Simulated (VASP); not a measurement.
Wanted: the native input for a VASP 6.6.1 run.

- Task: single point
- Functional: PBE
- Potentials or basis: VASP PAW PBE potentials, release 64 (La, Ge_d, Fe_sv)
- Cutoff: 600 eV
- k mesh: 6 × 6 × 5
- Occupations: fermi-dirac, width 0.05 eV
- Spin: collinear spin, ferromagnetic start
- Starting moments: [0.0, 0.0, 3.0] μB
- Fixed moment: 3 μB
- Dipole correction: no
- Further INCAR settings: ALGO = Normal; EDIFF = 1e-06; NBANDS = 32

The structure of LaFeGe lies in POSCAR:

```
LaFeGe
1.0
    4.2318077991      0.0000000000      0.0000000000
   -2.1159038996      3.6648530580      0.0000000000
    0.0000000000      0.0000000000      4.2857840000
La Ge Fe
1 1 1
Direct
    0.0000000000      0.0000000000      0.0000000000
    0.6666666667      0.3333333333      0.5000000000
    0.3333333333      0.6666666667      0.5000000000
```

The input as run:

INCAR

```
  PREC = Accurate
  ENCUT = 600
  EDIFF = 1E-6
  ISMEAR = -1
  SIGMA = 0.05
  LREAL = F
  LASPH = T
  NELM = 200
  ALGO = Normal
  ISIF = 2
  LWAVE = F
  LCHARG = F
  ISPIN = 2
  MAGMOM = 0 0 3
  LORBIT = 11
  NUPDOWN = 3.0
  LMAXMIX = 6
  GGA = PE
  NBANDS = 32
  GGA_COMPAT = F
```

KPOINTS

```
regular mesh
0
Gamma
  6 6 5
```

Potentials or basis: VASP PAW PBE potentials, release 64 (La, Ge_d, Fe_sv).

Run with:

```bash
$ cat potpaw_PBE.64/La/POTCAR potpaw_PBE.64/Ge_d/POTCAR potpaw_PBE.64/Fe_sv/POTCAR > POTCAR
$ mpirun -np 1 vasp_std > vasp.out
```

Results of the run:

```
Pressure                                              : 0.7 GPa
Net moment                                            : 3.00 μB per cell
Site moments                                          : La +0.06; Ge +0.06; Fe +2.41 μB
Valence electrons inside the program's atomic spheres : La 8.52; Ge 12.47; Fe 13.74
```

Caveat: the total moment is fixed, so each spin has its own Fermi level.

Run time: 2.7 min on 1 thread of Intel(R) Xeon(R) Platinum 8259CL CPU @ 2.50GHz (Skylake/Cascade Lake) (shared host), peak memory 0.31 GiB.
